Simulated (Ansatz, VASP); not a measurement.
**BaTiO3 in VASP and in Ansatz**

INCAR

```
PREC     = Accurate       # precision mode
ENCUT    = 520            # plane-wave cutoff, eV
EDIFF    = 1E-6           # SCF threshold, eV
ISMEAR   = 0              # smearing method
SIGMA    = 0.05           # smearing width, eV
LREAL    = F              # projectors in reciprocal space
LASPH    = T              # aspherical terms in the spheres
NELM     = 150            # most SCF steps
ALGO     = Normal         # electronic algorithm
ISIF     = 2              # what is computed and relaxed
LWAVE    = F              # write WAVECAR
LCHARG   = T              # write CHGCAR
LMAXMIX  = 4              # l up to which the mixer works
LDAU     = T              # DFT+U
LDAUTYPE = 2            
LDAUL    = -1 2 -1        # shell
LDAUU    = 0 4 0          # U, eV
LDAUJ    = 0 0 0        
LDAUPRINT= 1            
GGA      = PE             # functional
LELF     = T              # ELF
LVHAR    = T            
NBANDS   = 28             # bands
```

The input KPOINTS:

```
Automatic mesh
0
Gamma
  8 8 8
```

File POSCAR:

```
BaTiO3
1.0
    4.0287722615      0.0000000000      0.0000000000
    0.0000000000      4.0287722615      0.0000000000
    0.0000000000      0.0000000000      4.0289133441
Ba Ti O
1 1 3
Direct
    0.0005198765      0.0000000000      0.0000000000
    0.5192389726      0.5000000000      0.5000000000
    0.4846290778      0.5000000000      0.0000000000
    0.4846230209      0.0000000000      0.5000000000
   -0.0312750366      0.5000000000      0.5000000000
```

Input for Ansatz:

```yaml
crystal:
  lattice:
    - [4.0287722607, 0.0, 0.0]
    - [0.0, 4.0287722607, 0.0]
    - [0.0, 0.0, 4.0289133369]
  atoms:
    - { symbol: Ba, position: [0.0005198781, 0.0, 0.0] }
    - { symbol: Ti, position: [0.5192389696, 0.5, 0.5] }
    - { symbol: O, position: [0.4846290759, 0.5, 0.0] }
    - { symbol: O, position: [0.4846230186, 0.0, 0.5] }
    - { symbol: O, position: [-0.0312750366, 0.5, 0.5] }
basis:
  ecutwfc: 520.0
kpoints:
  mp_grid: { grid: [8, 8, 8] }
hamiltonian:
  xc: pbe
  pseudopotentials: { kind: paw, azcp: { folder: soft_1 } }
  hubbard: { sites: [{ species: Ti, l: d, u_eff: 4.0 }] }
scf:
  occupations: { method: gaussian, width: 0.05 }
output:
  forces: true
  stress: true
  eigenvalues: true
```

Change from the starting cell: mode 1 frozen in at -0.126 Å and mode 2 at +0.000 Å (largest displacements).

Alike in both runs: task single point; functional PBE; k mesh 8 × 8 × 8; occupations gaussian, width 0.05 eV; no spin polarisation; Hubbard terms Ti d U = 4.0 eV.

|  | VASP | Ansatz |
| --- | --- | --- |
| version | VASP 6.6.1 | Ansatz 0.2.0 |
| potentials or method | VASP PAW PBE potentials, release 64 (Ba_sv, Ti_sv, O), cutoff 520 eV | scalar-relativistic, plane waves, PAW |
| valence electrons in the cell | 40 | 40 |

```csv
,VASP,Ansatz,Ansatz less VASP
gap on the k mesh at the Fermi level (eV),2.28,2.35,+0.067
least direct gap on the mesh (eV),2.69,2.73,+0.037
pressure (GPa),6.3,2.6,-3.68
"traceless stress, the component that is largest in VASP (GPa)",4.39,3.55,-0.844
rms of the force components (eV/Å),0.468,0.220,-0.2476
```

The programs project onto different local orbitals, so the same U acts differently, and such runs can settle in different states. Atom by atom the forces differ by 0.249 eV/Å (rms over components). Ansatz's warnings: near symmetry operations not taken.

Neither program's run includes spin-orbit coupling.
